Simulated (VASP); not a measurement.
A run of VASP 6.6.1 is set up as follows.

File INCAR:

```
PREC     = Accurate       # precision mode
ENCUT    = 500            # plane-wave cutoff, eV
EDIFF    = 1E-6           # SCF threshold, eV
ISMEAR   = 0              # smearing method
SIGMA    = 0.2            # smearing width, eV
LREAL    = False          # projectors in reciprocal space
LASPH    = True           # aspherical terms in the spheres
NELM     = 120            # most SCF steps
ALGO     = Normal         # electronic algorithm
ISIF     = 2              # what is computed and relaxed
LWAVE    = False          # write WAVECAR
LCHARG   = False          # write CHGCAR
GGA      = PE             # functional
NBANDS   = 19             # bands
GGA_COMPAT= False
```

The input KPOINTS:

```
Automatic mesh
0
Gamma
  5 2 4
```

The input POSCAR:

```
Si3As2
1.0
    3.9054686041      0.0000000000     -0.0711069932
    0.0000000000      8.0094685531      0.0000000000
   -1.3543246803      0.0000000000      3.4776163359
Si As
3 2
Direct
    0.3289230568      0.6476568146      0.5848432855
    0.3289230568      0.3523431854      0.5848432855
    0.0899935856      0.0000000000      0.4566692300
    0.6994837804      0.2488821726      0.2387158795
    0.6994837804      0.7511178274      0.2387158795
```

Potentials or basis: VASP PAW PBE potentials, release 64 (Si, As).

Launch:

```console
$ cat potpaw_PBE.64/Si/POTCAR potpaw_PBE.64/As/POTCAR > POTCAR
$ mpirun -np 1 vasp_std > vasp.out
```

Question: Predict the band gap on the k mesh.

Answer: Zero (bands 11 and 12 overlap by 2.00 eV).

Question: Predict the largest force.

Answer: 0.060 eV/Å.

Question: Estimate the pressure.

Answer: 0.1 GPa.

Forces on the atoms (eV/Å):
```
Si  -0.032 -0.037  0.029
Si  -0.032  0.037  0.029
Si  -0.046  0.000 -0.021
As   0.054 -0.016 -0.018
As   0.054  0.016 -0.018
```

Caveat: the k points lie up to 0.45 Å⁻¹ apart, too coarse for converged energies and pressures of a metal.
